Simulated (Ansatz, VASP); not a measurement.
WS2 in VASP and in Ansatz

File INCAR:

```
ALGO = Normal
EDIFF = 1E-7
ENCUT = 520
GGA = PS
ISIF = 2
ISMEAR = 0
LASPH = T
LCHARG = F
LREAL = F
LWAVE = F
NBANDS = 35
NELM = 80
PREC = Accurate
SIGMA = 0.05
```

The input KPOINTS:

```
k-points
0
Gamma
  12 12 2
```

POSCAR

```
WS2
1.0
    3.1462408358      0.0000000000      0.0000000000
   -1.5731204179      2.7247244902      0.0000000000
    0.0000000000      0.0000000000     12.6966546967
W S
2 4
Direct
    0.3333333333      0.6666666667      0.2500000000
    0.6666666667      0.3333333333      0.7500000000
    0.3333333333      0.6666666667      0.6396781747
    0.6666666667      0.3333333333      0.1396781747
    0.3333333333      0.6666666667      0.8603218253
    0.6666666667      0.3333333333      0.3603218253
```

Input for Ansatz:

```yaml
crystal:
  lattice:
    - [3.1462408358, 0.0, 0.0]
    - [-1.5731204179, 2.7247244902, 0.0]
    - [0.0, 0.0, 12.6966546967]
  atoms:
    - { symbol: W, position: [0.3333333333, 0.6666666667, 0.25] }
    - { symbol: W, position: [0.6666666667, 0.3333333333, 0.75] }
    - { symbol: S, position: [0.3333333333, 0.6666666667, 0.6396781747] }
    - { symbol: S, position: [0.6666666667, 0.3333333333, 0.1396781747] }
    - { symbol: S, position: [0.3333333333, 0.6666666667, 0.8603218253] }
    - { symbol: S, position: [0.6666666667, 0.3333333333, 0.3603218253] }
basis:
  ecutwfc: 420
kpoints:
  mp_grid: { grid: [12, 12, 2] }
hamiltonian:
  xc: pbesol
  pseudopotentials: { kind: paw, azcp: { folder: soft_1 } }
scf:
  occupations: { method: gaussian, width: 0.05 }
output:
  forces: true
  stress: true
  eigenvalues: true
```

Alike in both runs: task single point; functional PBEsol; k mesh 12 × 12 × 2; occupations gaussian, width 0.05 eV; no spin polarisation.

|  | VASP | Ansatz |
| --- | --- | --- |
| version | VASP 6.6.1 | Ansatz 0.2.0 |
| potentials or method | VASP PAW PBE potentials, release 64 (W_sv, S), cutoff 520 eV | scalar-relativistic, plane waves, PAW |
| valence electrons in the cell | 52 | 52 |

```tsv
	VASP	Ansatz	Ansatz less VASP
pressure (GPa)	21.6	21.5	-0.10
traceless stress, the component that is largest in VASP (GPa)	12.90	12.87	-0.026
rms of the force components (eV/Å)	1.995	1.984	-0.0107
```

VASP's potentials were made for PBE, not for PBEsol, and Ansatz warns of the same on its side. Atom by atom the forces differ by 0.011 eV/Å (rms over components).

Neither program's run includes spin-orbit coupling.
